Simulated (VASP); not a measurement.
A run of VASP 6.6.1 is set up as follows.

Contents of INCAR:

```
SYSTEM = SnO
  PREC = Accurate
  ENCUT = 520
  EDIFF = 1E-6
  ISMEAR = 0
  SIGMA = 0.02
  LREAL = .False.
  LASPH = .True.
  NELM = 100
  ALGO = Normal
  ISIF = 2
  LWAVE = .False.
  LCHARG = .True.
  LDIPOL = .True.
  IDIPOL = 3
  DIPOL = 0.5 0.5 0.500
  GGA = PE
  IVDW = 12
  LELF = .True.
  LVHAR = .True.
  LVACPOTAV = .True.
  NBANDS = 28
```

Contents of KPOINTS:

```
Automatic mesh
0
Gamma
  6 6 1
  0 0 0
```

File POSCAR:

```
SnO
1.0
    4.0115883606      0.0000000000      0.0000000000
    0.0000000000      3.8205603434      0.0000000000
    0.0000000000      0.0000000000     30.6334027592
Sn O
2 2
Direct
    0.5000000000      0.0000000000      0.4624756183
    0.0000000000      0.5000000000      0.5375243817
    0.0000000000      0.0000000000      0.4984466970
    0.5000000000      0.5000000000      0.5015533030
```

Potentials or basis: VASP PAW PBE potentials, release 64 (Sn_d, O).

Command:

```sh
$ cat potpaw_PBE.64/Sn_d/POTCAR potpaw_PBE.64/O/POTCAR > POTCAR
$ mpirun -np 1 vasp_std > vasp.out
```

Task: Predict the largest force.

Result: 0.078 eV/Å.

Task: Estimate the band gap on the k mesh.

Result: 2.73 eV (least direct gap 2.77 eV).

Task: What does it give for the dispersion energy per atom?

Result: -0.131 eV.

Forces in eV/Å, atoms in the order of the input:
```
Sn   0.000  0.000 -0.078
Sn   0.000  0.000  0.078
O    0.000  0.000 -0.007
O    0.000  0.000  0.007
```

Caveat: the cell differs from its parent crystal (strain along x +0.050, then relaxed in part); spin-orbit coupling is left out, which moves the levels of the heavy elements.
